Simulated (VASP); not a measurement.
Input of a VASP 6.6.1 run:

File POSCAR:

```
La
1.0
   -1.7616401395      1.7616401395      1.7616401395
    1.7616401395     -1.7616401395      1.7616401395
    1.7616401395      1.7616401395     -1.7616401395
La
1
Direct
    0.0000000000      0.0000000000      0.0000000000
```

File INCAR.step1:

```
PREC = Accurate
ENCUT = 520
ISMEAR = -1
SIGMA = 0.1
LREAL = F
LASPH = T
NELM = 60
NBANDS = 12
GGA = PE
ALGO = Normal
EDIFF = 1E-4
LWAVE = T
LCHARG = F
```

The input INCAR.step2:

```
PREC = Accurate
ENCUT = 520
EDIFF = 1E-6
ISMEAR = -1
SIGMA = 0.1
LREAL = F
LASPH = T
NELM = 60
ALGO = Normal
ISIF = 2
LWAVE = F
LCHARG = F
METAGGA = R2SCAN
LMIXTAU = T
NBANDS = 12
ISTART = 1
```

KPOINTS

```
regular mesh
0
Gamma
  11 11 11
```

Potentials or basis: VASP PAW PBE potentials, release 64 (La).

Run with:

```bash
$ cat potpaw_PBE.64/La/POTCAR > POTCAR
$ cp INCAR.step1 INCAR
$ mpirun -np 1 vasp_std > vasp.out
$ cp INCAR.step2 INCAR
$ mpirun -np 1 vasp_std > vasp.out
```

Question: What does it give for the pressure?

Answer: 30.0 GPa.

Caveat: the PAW data sets were made with another functional, which shifts forces and pressure a little.
